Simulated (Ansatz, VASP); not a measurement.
# Ni in VASP and in Ansatz

The input INCAR:

```
PREC     = Accurate       # precision mode
ENCUT    = 600            # plane-wave cutoff, eV
EDIFF    = 1E-7           # SCF threshold, eV
ISMEAR   = -1             # smearing method
SIGMA    = 0.1            # smearing width, eV
LREAL    = F              # projectors in reciprocal space
LASPH    = T              # aspherical terms in the spheres
NELM     = 100            # most SCF steps
ALGO     = Normal         # electronic algorithm
ISIF     = 3              # what is computed and relaxed
LWAVE    = F              # write WAVECAR
LCHARG   = F              # write CHGCAR
GGA      = RP             # functional
IBRION   = 2              # ionic algorithm
NSW      = 80             # ionic steps
EDIFFG   = -0.01          # ionic threshold
```

The input KPOINTS:

```
Automatic mesh
0
Gamma
  14 14 14
```

POSCAR

```
Ni
1.0
    2.2775907947      0.0000000000      0.0000000000
    0.0000000000      2.2775907947      0.0000000000
    0.0000000000      0.0000000000      2.2775907947
Ni
1
Direct
    0.0000000000      0.0000000000      0.0000000000
```

Input for Ansatz:

```yaml
crystal:
  lattice:
    - [2.2775907947, 0.0, 0.0]
    - [0.0, 2.2775907947, 0.0]
    - [0.0, 0.0, 2.2775907947]
  atoms:
    - { symbol: Ni, position: [0.0, 0.0, 0.0] }
hamiltonian:
  xc: rpbe
  pseudopotentials:
    kind: paw
    azcp:
      Ni: "pseudopotentials/Ni.paw.azcp"
basis:
  ecutwfc: 420
  fft_grid_basis: typed
kpoints:
  mp_grid: { grid: [14, 14, 14], shift: [0, 0, 0] }
magnetization:
  spin_polarized: false
scf:
  occupations: { method: fermi_dirac, width: 0.1 }
relax:
  max_steps: 60
  f_tol: 0.01
  cell: {}
output:
  write_density: true
  write_potential: true
  elf: true
  volumetric_format: npy
```

Alike in both runs: task relaxation of cell and atoms; functional RPBE; k mesh 14 × 14 × 14; occupations fermi-dirac, width 0.1 eV; no spin polarisation.

|  | VASP | Ansatz |
| --- | --- | --- |
| version | VASP 6.6.1 | Ansatz 0.2.0 |
| potentials or method | VASP PAW PBE potentials, release 64 (Ni), cutoff 600 eV | plane waves (420 eV) with PAW, scalar-relativistic |
| valence electrons in the cell | 10 | 18 |

```tsv
	VASP	Ansatz	Ansatz less VASP
relaxed volume (Å³/atom)	13.01	13.01	0.000
relaxed cell length with the largest relative difference (Å)	2.352	2.352	0.0000
```

VASP's potentials were made for PBE, not for RPBE. VASP's potentials hold 10 valence electrons a cell and Ansatz's 18, so a difference there can come from the potentials and not from the codes.
